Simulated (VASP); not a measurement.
A run of VASP 6.6.1 is set up as follows.

INCAR

```
SYSTEM = Ca
ALGO = Normal
EDIFF = 1E-7
ENCUT = 520
GGA = PS
ISIF = 2
ISMEAR = -1
LASPH = .True.
LCHARG = .False.
LREAL = .False.
LWAVE = .False.
NBANDS = 11
NELM = 100
PREC = Accurate
SIGMA = 0.05
```

The input KPOINTS:

```
k-points
0
Gamma
  13 13 13
  0 0 0
```

File POSCAR:

```
Ca
1.0
    0.0000000000      2.2350998993      2.2350998993
    2.2350998993      0.0000000000      2.2350998993
    2.2350998993      2.2350998993      0.0000000000
Ca
1
Direct
    0.0000000000      0.0000000000      0.0000000000
```

Potentials or basis: VASP PAW PBE potentials, release 64 (Ca_sv).

Command:

```bash
$ cat potpaw_PBE.64/Ca_sv/POTCAR > POTCAR
$ mpirun -np 1 vasp_std > vasp.out
```

Task: What does it give for the band gap on the k mesh?

Result: Zero (band 5 reaches 5.01 eV, above the bottom of band 6 at 4.88 eV).

Task: Predict the pressure.

Result: 26.1 GPa.

Caveat: the PAW data sets were made with another functional, which shifts forces and pressure a little.
